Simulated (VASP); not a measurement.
## Zr: single point with PBE

The system is Zr.

```xyz
1
Lattice="-1.8100 1.8100 1.7738 1.8100 -1.8100 1.7738 1.8100 1.8100 -1.7738" Properties=species:S:1:pos:R:3 pbc="T T T"
Zr    0.0000    0.0000    0.0000
```

This cell differs from its parent crystal: zz strain of -2 %.

```
Program             : VASP 6.6.1
Task                : single point
Functional          : PBE
Potentials or basis : VASP PAW PBE potentials, release 64 (Zr_sv)
Cutoff              : 520 eV
k mesh              : 14 × 14 × 14
Occupations         : fermi-dirac, width 0.08 eV
Spin                : no spin polarisation
```

```yaml
Pressure: -1.4 GPa
Band_gap_on_the_k_mesh: zero (bands 6 and 7 overlap by 1.71 eV)
```

Stress tensor (GPa, compression positive):
```
-1.33  0.00  0.00
 0.00 -1.33  0.00
 0.00  0.00 -1.53
```

Levels at points of the mesh, in eV from the Fermi level:
```
           k point  band 3  band 4  band 5  band 6  band 7  band 8  band 9  band 10
(0.00, 0.00, 0.00)  -26.00  -26.00   -5.37    0.99    1.19    1.19    3.46     3.73
(0.50, 0.00, 0.00)  -26.32  -26.02   -2.78   -0.73    1.64    3.65    4.33     6.32
(0.50, 0.50, 0.00)  -26.30  -26.00   -2.78   -0.52    1.52    3.41    4.17     6.28
(0.50, 0.50, 0.50)  -26.68  -26.64   -2.56   -2.51    5.62    5.62    5.68     7.27
```

Run time: 34 s on 1 thread of Intel Xeon 8259CL, with other jobs on the host, peak memory 0.19 GiB.

Caveat: the cell differs from its parent crystal (zz strain of -2 %).
